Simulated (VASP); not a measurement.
# Ti (Im-3m) in VASP: settings compared

Aim: see how the results for Ti move with the level of theory and the settings. Levels: BLYP+D3(BJ), LDA, PBEsol. Tasks: single point, relaxation of cell and atoms.

Program: VASP 6.6.1. These are calculated values, not measurements. Logs are shortened: lines on timing, memory, paths and dates and some standing lists are left out, and cuts for length are marked.

**1. The cell of the first run**

The structure is cubic, space group Im-3m (No. 229). Conventional cell: a = 3.138 Å, b = 3.138 Å, c = 3.138 Å, α = 90.00°, β = 90.00°, γ = 90.00°. Ti (site symmetry m-3m) has 14 Ti at 2.72 to 3.14 Å within 3.6 Å.

This isn't the form of Ti at room conditions, which is hcp.

**2. Single point, BLYP+D3(BJ)**

INCAR

```
  AGGAC = 1.0
  AGGAX = 1.0
  ALDAC = 0.0
  ALDAX = 1.0
  ALGO = Normal
  EDIFF = 1E-6
  ENCUT = 500
  GGA = B5
  GGA_COMPAT = False
  ISIF = 2
  ISMEAR = -1
  IVDW = 12
  LASPH = True
  LCHARG = False
  LREAL = False
  LWAVE = False
  NBANDS = 12
  NELM = 120
  PREC = Accurate
  SIGMA = 0.15
  VDW_A1 = 0.4298
  VDW_A2 = 4.2359
  VDW_S6 = 1.0
  VDW_S8 = 2.6996
```

KPOINTS

```
k-points
0
Gamma
  12 12 12
```

POSCAR

```
Ti
1.0
   -1.5688843242      1.5688843242      1.5688843242
    1.5688843242     -1.5688843242      1.5688843242
    1.5688843242      1.5688843242     -1.5688843242
Ti
1
Direct
    0.0000000000      0.0000000000      0.0000000000
```

Potentials or basis: VASP PAW PBE potentials, release 64 (Ti_sv).

Run with:

```bash
> cat potpaw_PBE.64/Ti_sv/POTCAR > POTCAR
> mpirun -np 1 vasp_std > vasp.out
```

OUTCAR:

```text
EDIFF = 1E-6
   ENCUT = 500
   GGA = B5
   ISIF = 2
   ISMEAR = -1
   IVDW = 12
   LASPH = True
   LREAL = False
   NELM = 120
   PREC = Accurate
 IVDW          = 12

 ion  position               nearest neighbor table
   1  0.000  0.000  0.000-

  LATTYP: Found a body centered cubic cell.
 ALAT       =     3.1377686484

  Lattice vectors:

 A1 = (  -1.5688843242,   1.5688843242,   1.5688843242)
 A2 = (   1.5688843242,  -1.5688843242,   1.5688843242)
 A3 = (   1.5688843242,   1.5688843242,  -1.5688843242)

Analysis of symmetry for initial positions (statically):
=====================================================================
 Subroutine PRICEL returns:
 Original cell was already a primitive cell.

 Routine SETGRP: Setting up the symmetry group for a
 body centered cubic supercell.

 Subroutine GETGRP returns: Found 48 space group operations
 (whereof 48 operations were pure point group operations)
 out of a pool of 48 trial point group operations.

The static configuration has the point symmetry O_h .

Analysis of symmetry for dynamics (positions and initial velocities):
=====================================================================
 Subroutine PRICEL returns:
 Original cell was already a primitive cell.

 Routine SETGRP: Setting up the symmetry group for a
 body centered cubic supercell.

 Subroutine GETGRP returns: Found 48 space group operations
 (whereof 48 operations were pure point group operations)
 out of a pool of 48 trial point group operations.

The dynamic configuration has the point symmetry O_h .

 Subroutine INISYM returns: Found 48 space group operations
 (whereof 48 operations are pure point group operations),
 and found     1 'primitive' translations

----------------------------------------------------------------------------------------

                                     Primitive cell

  volume of cell :      15.4466

  direct lattice vectors                    reciprocal lattice vectors
    -1.568884324  1.568884324  1.568884324     0.000000000  0.318697811  0.318697811
     1.568884324 -1.568884324  1.568884324     0.318697811  0.000000000  0.318697811
     1.568884324  1.568884324 -1.568884324     0.318697811  0.318697811  0.000000000

  length of vectors
     2.717387361  2.717387361  2.717387361     0.450706767  0.450706767  0.450706767

  position of ions in fractional coordinates (direct lattice)
     0.000000000  0.000000000  0.000000000

[... 81 lines left out ...]
   ISIF   =      2    stress and relaxation
   ISYM   =      2    0-nonsym 1-usesym 2-fastsym
   POTIM  = 0.5000    time-step for ionic-motion
   TEBEG  =    0.0;   TEEND  =   0.0 temperature during run
   PSTRESS=    0.0 pullay stress
   NELECT =      12.0000    total number of electrons
   NUPDOWN=      -1.0000    fix difference up-down
   EMIN   =  10.00;   EMAX   =-10.00  energy-range for DOS
   EFERMI =   0.00;   METHOD = LEGACY
   ISMEAR =    -1;   SIGMA  =   0.15  broadening in eV -4-tet -1-fermi 0-gaus
   EFERMI_NEDOS =   21; number of points for ismear=-14 and -15
   IALGO  =     38    algorithm
   IMIX   =      4    mixing-type and parameters
     AMIX     =   0.40;   BMIX     =  1.00
     AMIX_MAG =   1.60;   BMIX_MAG =  1.00
  volume/ion in A,a.u.               =      15.45       104.24
  Fermi-wavevector in a.u.,A,eV,Ry     =   1.504958  2.843958 30.815808  2.264898
  Thomas-Fermi vector in A             =   2.615869
   LORBIT       =      0    0 simple, 1 ext, 2 COOP (PROOUT), +10 PAW based schemes
   GGA     = B5    functional components
   LHFCALC =     F    Hartree Fock is set to
   AEXX    =    0.0000 exact exchange contribution
   IVDW    =    12    specifies the selected vdW correction
   LEPSILON=     F    determine dielectric tensor
   LRPA    =     F    only Hartree local field effects (RPA)
 non-spin polarized calculation
  energy-cutoff  :      500.00
  volume of cell :       15.45
 maximum number of plane-waves:       402
   NGX =  9   NGY =  9   NGZ =  9

 number of electron      11.9999993 magnetization

 Free energy of the ion-electron system (eV)
  ---------------------------------------------------
  ext. energy  EPLUGINS =         0.00000000
  ---------------------------------------------------
  free energy    TOTEN  =        -6.63511229 eV

  energy without entropy =       -6.49143231  energy(sigma->0) =       -6.56327230

 E-fermi :   9.8373     XC(G=0): -11.5047

 val. band max:        9.8311083089   @ k =  -0.2500   0.3333   0.0833
 cond. band min:       9.8448101645   @ k =   0.2500   0.2500   0.0000
 fundamental gap:      0.0137018556
 Fermi energy:         9.8373166303

 k-point     1 :       0.0000    0.0000    0.0000
  band No.  band energies     occupation
      1     -46.2716      2.00000
      2     -22.1257      2.00000
      3     -22.1257      2.00000
      4     -22.1257      2.00000
      5       3.8723      2.00000
      6      10.8506      0.00233
      7      10.8506      0.00233
      8      10.8506      0.00233
      9      12.8596      0.00000
     10      12.8596      0.00000
     11      28.2885      0.00000
     12      28.2885      0.00000
[... 331 lines left out ...]
 k-point    24 :       0.4167    0.0833    0.0833
  band No.  band energies     occupation
      1     -46.0528      2.00000
      2     -23.0396      2.00000
      3     -22.4743      2.00000
      4     -22.1983      2.00000
      5       7.5870      2.00000
      6       9.1653      1.97758
      7      10.8720      0.00202
      8      12.9832      0.00000
      9      13.2861      0.00000
     10      15.7481      0.00000
     11      19.8731      0.00000
     12      23.7831      0.00000

 [... further k-points ...]

------------------------ aborting loop because EDIFF is reached ----------------------------------------

 Edisp (eV)   -1.60744

 E8    (eV) :    -1.2277

  FORCE on cell =-STRESS in cart. coord.  units (eV):
  Direction    XX          YY          ZZ          XY          YZ          ZX
  --------------------------------------------------------------------------------------
  -------------------------------------------------------------------------------------
  Total      -0.01571    -0.01571    -0.01571    -0.00000     0.00000    -0.00000
  in kB      -1.62976    -1.62976    -1.62976    -0.00000     0.00000    -0.00000
  external pressure =       -1.63 kB  Pullay stress =        0.00 kB

 VOLUME and BASIS-vectors are now :
 -----------------------------------------------------------------------------
  energy-cutoff  :      500.00
  volume of cell :       15.45
      direct lattice vectors                 reciprocal lattice vectors
    -1.568884324  1.568884324  1.568884324     0.000000000  0.318697811  0.318697811
     1.568884324 -1.568884324  1.568884324     0.318697811  0.000000000  0.318697811
     1.568884324  1.568884324 -1.568884324     0.318697811  0.318697811  0.000000000

 POSITION                                       TOTAL-FORCE (eV/Angst)
 -----------------------------------------------------------------------------------
      0.00000      0.00000      0.00000         0.000000      0.000000      0.000000
 -----------------------------------------------------------------------------------
    total drift:                                0.000000      0.000000      0.000000

  FREE ENERGIE OF THE ION-ELECTRON SYSTEM (eV)
  ---------------------------------------------------
  free  energy   TOTEN  =        -8.2425500646 eV

  energy  without entropy=       -8.0988700805  energy(sigma->0) =       -8.17071007
```

OSZICAR:

```text
N       E                     dE             d eps       ncg     rms          rms(c)
DAV:   1     0.867078145779E+02    0.86708E+02   -0.63290E+03  1744   0.121E+03
DAV:   2    -0.324142268387E+01   -0.89949E+02   -0.87539E+02  1756   0.298E+02
DAV:   3    -0.719536968589E+01   -0.39539E+01   -0.39042E+01  2360   0.639E+01
DAV:   4    -0.726649202683E+01   -0.71122E-01   -0.71062E-01  1908   0.745E+00
DAV:   5    -0.726813536298E+01   -0.16433E-02   -0.16433E-02  2008   0.102E+00    0.891E+00
DAV:   6    -0.661929448589E+01    0.64884E+00   -0.14415E+00  1876   0.178E+01    0.265E+00
DAV:   7    -0.662153973441E+01   -0.22452E-02   -0.68422E-02  2024   0.310E+00    0.136E+00
DAV:   8    -0.663468773668E+01   -0.13148E-01   -0.34990E-02  1804   0.214E+00    0.761E-02
DAV:   9    -0.663509806303E+01   -0.41033E-03   -0.28281E-03  2124   0.448E-01    0.840E-02
DAV:  10    -0.663514811833E+01   -0.50055E-04   -0.14963E-04  1840   0.134E-01    0.323E-02
DAV:  11    -0.663511169994E+01    0.36418E-04   -0.32642E-05  1920   0.763E-02    0.243E-03
DAV:  12    -0.663511229180E+01   -0.59186E-06   -0.72020E-07  1476   0.985E-03
   1 F= -.82425501E+01 E0= -.81707101E+01  d E =-.143680E+00
```

stdout:

```text
POSCAR found type information on POSCAR Ti
 POSCAR found :  1 types and       1 ions
 scaLAPACK will be used
 -----------------------------------------------------------------------------
|                                                                             |
|                                                                             |
|     You enforced a specific xc type in the INCAR file but a different       |
|     I HOPE YOU KNOW WHAT YOU ARE DOING!                                     |
|                                                                             |
 -----------------------------------------------------------------------------

 LDA part: xc-table for (Slater(with rela. corr.)+VWN5), standard interpolation
 POSCAR, INCAR and KPOINTS ok, starting setup
 FFT: planning ... GRIDC
 FFT: planning ... GRID_SOFT
 FFT: planning ... GRID
 WAVECAR not read
 entering main loop
```

Wall time 13 s (1 thread of Intel Xeon 6975P-C (Granite Rapids), shared host); peak memory 0.14 GiB.

What came out:

| Property | Result |
| --- | --- |
| Free energy | -8.2426 eV |
| Pressure | -0.2 GPa |
| Band gap on the k mesh | zero (bands 6 and 7 overlap by 1.65 eV) |
| Dispersion energy per atom | -1.607 eV |

Caveat: the PAW data sets were made with another functional, which shifts forces and pressure a little.

**3. Single point, LDA**

This run uses another cell than the first one, of 15.98 Å³/atom.

INCAR

```
PREC     = Accurate       # precision mode
ENCUT    = 500            # plane-wave cutoff, eV
EDIFF    = 1E-6           # SCF threshold, eV
ISMEAR   = -1             # smearing method
SIGMA    = 0.15           # smearing width, eV
LREAL    = False          # projectors in reciprocal space
LASPH    = True           # aspherical terms in the spheres
NELM     = 120            # most SCF steps
ALGO     = Normal         # electronic algorithm
ISIF     = 2              # what is computed and relaxed
LWAVE    = False          # write WAVECAR
LCHARG   = False          # write CHGCAR
GGA      = CA             # functional
NBANDS   = 12             # bands
GGA_COMPAT= False
```

KPOINTS

```
Automatic mesh
0
Gamma
  12 12 12
```

POSCAR

```
Ti
1.0
   -1.5868325189      1.5868325189      1.5868325189
    1.5868325189     -1.5868325189      1.5868325189
    1.5868325189      1.5868325189     -1.5868325189
Ti
1
Direct
    0.0000000000      0.0000000000      0.0000000000
```

Potentials or basis: VASP PAW LDA potentials, release 64 (Ti_sv).

Run with:

```bash
> cat potpaw_LDA.64/Ti_sv/POTCAR > POTCAR
> mpirun -np 1 vasp_std > vasp.out
```

OUTCAR:

```text
PREC = Accurate
   ENCUT = 500
   EDIFF = 1E-6
   ISMEAR = -1
   LREAL = False
   LASPH = True
   NELM = 120
   ISIF = 2
   GGA = CA

 ion  position               nearest neighbor table
   1  0.000  0.000  0.000-

  LATTYP: Found a body centered cubic cell.
 ALAT       =     3.1736650378

  Lattice vectors:

 A1 = (  -1.5868325189,   1.5868325189,   1.5868325189)
 A2 = (   1.5868325189,  -1.5868325189,   1.5868325189)
[... 527 lines left out ...]
      1     -46.7431      2.00000
      2     -23.8954      2.00000
      3     -23.3742      2.00000
      4     -23.1173      2.00000
      5       6.5187      2.00000
      6       8.1119      1.96911
      7       9.6147      0.00567
      8      11.8315      0.00000
      9      12.1315      0.00000
     10      14.4716      0.00000
     11      18.3683      0.00000
     12      22.3159      0.00000

 [... further k-points ...]
[... 5 lines left out ...]
  --------------------------------------------------------------------------------------
  -------------------------------------------------------------------------------------
  Total       -0.0171466     -0.0171466     -0.0171466     -0.0000000      0.0000000      0.0000000
  in kB       -1.7188438     -1.7188438     -1.7188438     -0.0000000      0.0000000      0.0000000
  external PRESSURE =      -1.7188438 kB  Pullay stress =       0.0000000 kB

 VOLUME and BASIS-vectors are now :
 -----------------------------------------------------------------------------
  energy-cutoff  :      500.00
  volume of cell :       15.98
      direct lattice vectors                 reciprocal lattice vectors
    -1.586832519  1.586832519  1.586832519     0.000000000  0.315093114  0.315093114
     1.586832519 -1.586832519  1.586832519     0.315093114  0.000000000  0.315093114
     1.586832519  1.586832519 -1.586832519     0.315093114  0.315093114  0.000000000

 POSITION                                       TOTAL-FORCE (eV/Angst)
 -----------------------------------------------------------------------------------
      0.00000      0.00000      0.00000         0.000000      0.000000      0.000000
 -----------------------------------------------------------------------------------
    total drift:                                0.000000     -0.000000     -0.000000

  FREE ENERGIE OF THE ION-ELECTRON SYSTEM (eV)
  ---------------------------------------------------
  free  energy   TOTEN  =        -8.5374044745 eV

  energy  without entropy=       -8.3871496191  energy(sigma->0) =       -8.46227705
```

Wall time 8.5 s (1 thread of Intel Xeon 6975P-C (Granite Rapids), shared host); peak memory 0.12 GiB.

Results:

```yaml
Free_energy: -8.5374 eV
Pressure: -0.2 GPa
Band_gap_on_the_k_mesh: zero (bands 6 and 7 overlap by 1.65 eV)
```

**4. Single point, PBEsol**

This run uses another cell than the first one, of 16.67 Å³/atom.

INCAR

```
SYSTEM = Ti
  PREC = Accurate
  ENCUT = 500
  EDIFF = 1E-6
  ISMEAR = -1
  SIGMA = 0.15
  LREAL = .FALSE.
  LASPH = .TRUE.
  NELM = 120
  ALGO = Normal
  ISIF = 2
  LWAVE = .FALSE.
  LCHARG = .TRUE.
  GGA = PS
  LELF = .TRUE.
  LVHAR = .TRUE.
  NBANDS = 12
  GGA_COMPAT = .FALSE.
```

KPOINTS

```
regular mesh
0
G
  12 12 12
  0 0 0
```

POSCAR

```
Ti
1.0
   -1.6094127619      1.6094127619      1.6094127619
    1.6094127619     -1.6094127619      1.6094127619
    1.6094127619      1.6094127619     -1.6094127619
Ti
1
Direct
    0.0000000000      0.0000000000      0.0000000000
```

Potentials or basis: VASP PAW PBE potentials, release 64 (Ti_sv).

Run with:

```bash
> cat potpaw_PBE.64/Ti_sv/POTCAR > POTCAR
> mpirun -np 1 vasp_std > vasp.out
```

It took 9.6 s on 1 thread of Intel Xeon 6975P-C (Granite Rapids), shared host; peak memory 0.12 GiB.

Results (log left out):

- Free energy: -8.3162 eV
- Pressure: -0.3 GPa
- Band gap on the k mesh: zero (bands 6 and 7 overlap by 1.65 eV)

Levels at points of the mesh, in eV from the Fermi level:
| k point | band 2 | band 3 | band 4 | band 5 | band 6 | band 7 | band 8 | band 9 | band 10 | band 11 |
| --- | --- | --- | --- | --- | --- | --- | --- | --- | --- | --- |
| (0.00, 0.00, 0.00) | -32.11 | -32.11 | -32.11 | -6.04 | 1.02 | 1.02 | 1.02 | 2.88 | 2.88 | 17.71 |
| (0.50, 0.00, 0.00) | -32.89 | -32.36 | -32.12 | -2.56 | -0.45 | 1.28 | 2.88 | 3.25 | 4.52 | 9.24 |
| (0.50, 0.50, 0.50) | -32.64 | -32.64 | -32.64 | -2.25 | -2.25 | 4.14 | 4.14 | 4.14 | 8.69 | 8.69 |

Caveat: the PAW data sets were made with another functional, which shifts forces and pressure a little.

**5. Relaxation of cell and atoms, PBEsol**

This run uses another cell than the first one, of 17.68 Å³/atom.

INCAR

```
SYSTEM = Ti
ALGO = Normal
EDIFF = 1E-7
EDIFFG = -0.01
ENCUT = 500
GGA = PS
GGA_COMPAT = .FALSE.
IBRION = 2
ISIF = 3
ISMEAR = -1
LASPH = .TRUE.
LCHARG = .FALSE.
LREAL = .FALSE.
LWAVE = .FALSE.
NELM = 120
NELMIN = 4
NSW = 80
PREC = Accurate
SIGMA = 0.15
```

KPOINTS

```
k-points
0
G
  12 12 12
  0 0 0
```

POSCAR

```
Ti
1.0
   -1.6410000000      1.6410000000      1.6410000000
    1.6410000000     -1.6410000000      1.6410000000
    1.6410000000      1.6410000000     -1.6410000000
Ti
1
Direct
    0.0000000000      0.0000000000      0.0000000000
```

Run with:

```bash
> cat potpaw_PBE.64/Ti_sv/POTCAR > POTCAR
> mpirun -np 1 vasp_std > vasp.out
```

Run time: 32 s. Hardware: 1 thread of Intel Xeon 6975P-C (Granite Rapids), shared host; peak memory 0.15 GiB.

It converged, with:

```yaml
Free_energy: -8.3167 eV
Relaxed_volume: 16.64 Å³/atom
Relaxed_cell: a = 2.786 Å, b = 2.786 Å, c = 2.786 Å, α = 109.47°, β = 109.47°, γ = 109.47°
Space_group_after_relaxing_to_0.1_Å: Im-3m (No. 229)
Energy_gained_by_relaxing: 20.4 meV/atom
Ionic_steps: 3
Pressure_after_relaxing: 0.0 GPa
Band_gap_on_the_k_mesh: zero (bands 6 and 7 overlap by 1.65 eV)
```

Step by step:
| step | energy change (eV) | largest force (eV/Å) | pressure (GPa) | volume (Å³) |
| --- | --- | --- | --- | --- |
| 1 | 0.0000 | 0.0000 | -6.03 | 17.68 |
| 2 | -0.0124 | 0.0000 | 4.33 | 16.03 |
| 3 | -0.0204 | 0.0000 | -0.01 | 16.64 |

Final structure:
```cif
data_structure
_symmetry_space_group_name_H-M 'P 1'
_symmetry_Int_Tables_number 1
_cell_length_a 2.7856
_cell_length_b 2.7856
_cell_length_c 2.7856
_cell_angle_alpha 109.471
_cell_angle_beta 109.471
_cell_angle_gamma 109.471
_cell_volume 16.64
loop_
_atom_site_label
_atom_site_type_symbol
_atom_site_fract_x
_atom_site_fract_y
_atom_site_fract_z
_atom_site_occupancy
Ti1 Ti 0.00000 0.00000 0.00000 1
```

Levels at points of the mesh, in eV from the Fermi level:
```tsv
k point	band 2	band 3	band 4	band 5	band 6	band 7	band 8	band 9	band 10
(0.00, 0.00, 0.00)	-32.11	-32.11	-32.11	-6.05	1.02	1.02	1.02	2.89	2.89
(0.50, 0.00, 0.00)	-32.89	-32.35	-32.11	-2.57	-0.45	1.28	2.89	3.26	4.53
(0.50, 0.50, 0.50)	-32.64	-32.64	-32.64	-2.25	-2.25	4.15	4.15	4.15	8.71
```

Caveat: the PAW data sets were made with another functional, which shifts forces and pressure a little.

[end of part 1 of 2]
